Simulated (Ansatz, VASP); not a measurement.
Nb: VASP beside Ansatz

```
Nb
1.0
    -1.63574    1.63574    1.63574
     1.63574   -1.63574    1.63574
     1.63574    1.63574   -1.63574
Nb
1
Cartesian
  0.0000 0.0000 0.0000
```

Change from the starting cell: volume scaled by 0.95, PAW files.

Alike in both runs: task electric field gradients; functional PBE; k mesh 15 × 15 × 15; occupations fermi-dirac, width 0.03 eV; no spin polarisation.

```csv
,VASP,Ansatz
version,VASP 6.6.1,Ansatz 0.2.0
potentials or method,"VASP PAW PBE potentials, release 64 (Nb_sv)","PAW with Ansatz's default frozen-core files, scalar-relativistic"
plane-wave cutoff (eV),520,420
valence electrons in the cell,13,13
```

Ansatz gave:

```
pressure (GPa) : 6.8
```

Which values does VASP return?

Pressure (GPa): 6.4.

With one functional, cell and mesh, what is left measures potentials, basis and numerics.
